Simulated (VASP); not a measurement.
**Ir: single point with BLYP**

Crystal: Ir.

```
Ir
1.0
     0.00000    2.79056    2.79056
     2.79056    0.00000    2.79056
     2.79056    2.79056    0.00000
Ir
2
Direct
  0.12500 0.12500 0.12500
  0.87500 0.87500 0.87500
```

This cell differs from its parent crystal: volume scaled by 0.96.

| Quantity | Value |
| --- | --- |
| Program | VASP 6.6.1 |
| Task | single point |
| Functional | BLYP |
| Potentials or basis | VASP PAW PBE potentials, release 64 (Ir) |
| Cutoff | 520 eV |
| k mesh | 11 × 11 × 11 |
| Occupations | fermi-dirac, width 0.1 eV |
| Spin | no spin polarisation |
| Dipole correction | no |
| Further INCAR settings | ALGO = Normal; EDIFF = 1e-06; NBANDS = 16 |

```
Pressure               : 8.0 GPa
Band gap on the k mesh : zero (band 9 reaches 6.59 eV, above the bottom of band 10 at 5.19 eV)
```

Levels at points of the mesh, in eV from the Fermi level:
```
           k point  band 7  band 8  band 9  band 10  band 11  band 12
(0.00, 0.00, 0.00)   -1.73   -1.73   -1.73     0.76     0.76    11.10
```

Wall time 27 s on 1 thread of Intel(R) Xeon(R) 6975P-C (Granite Rapids) (shared host), peak memory 0.19 GiB.

Caveat: the PAW data sets were made with another functional, which shifts forces and pressure a little; spin-orbit coupling is left out, which moves the levels of the heavy elements.
